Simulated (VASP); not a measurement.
Set up this calculation in VASP 6.6.1, as the native input.

- Task: single point
- Functional: PBE
- Potentials or basis: VASP PAW PBE potentials, release 64 (Re)
- Cutoff: 520 eV
- k mesh: 19 × 19 × 19
- Occupations: fermi-dirac, width 0.08 eV
- Spin: no spin polarisation
- Dipole correction: no
- Further INCAR settings: ALGO = Normal; EDIFF = 1e-06; NBANDS = 14

The structure of Re lies in POSCAR:

```
Re
1.0
   -2.0725221112      2.0725221112      1.0878430879
    2.0725221112     -2.0725221112      1.0878430879
    2.0725221112      2.0725221112     -1.0878430879
Re
2
Direct
   -0.3750000000     -0.1250000000     -0.2500000000
    0.3750000000      0.1250000000      0.2500000000
```

The input as run:

INCAR

```
SYSTEM = Re
ALGO = Normal
EDIFF = 1E-6
ENCUT = 520
GGA = PE
ISIF = 2
ISMEAR = -1
LASPH = .TRUE.
LCHARG = .FALSE.
LREAL = .FALSE.
LWAVE = .FALSE.
NBANDS = 14
NELM = 60
PREC = Accurate
SIGMA = 0.08
```

KPOINTS

```
k-points
0
G
  19 19 19
  0 0 0
```

Potentials or basis: VASP PAW PBE potentials, release 64 (Re).

Run with:

```sh
$ cat potpaw_PBE.64/Re/POTCAR > POTCAR
$ mpirun -np 1 vasp_std > vasp.out
```

Results of the run:

```
Pressure               : 525.3 GPa
Band gap on the k mesh : zero (band 7 reaches 18.57 eV, above the bottom of band 8 at 14.11 eV)
```

Caveat: spin-orbit coupling is left out, which moves the levels of the heavy elements.

Wall time 57 s on 1 thread of Intel(R) Xeon(R) 6975P-C (Granite Rapids), with other jobs on the host, peak memory 0.25 GiB.
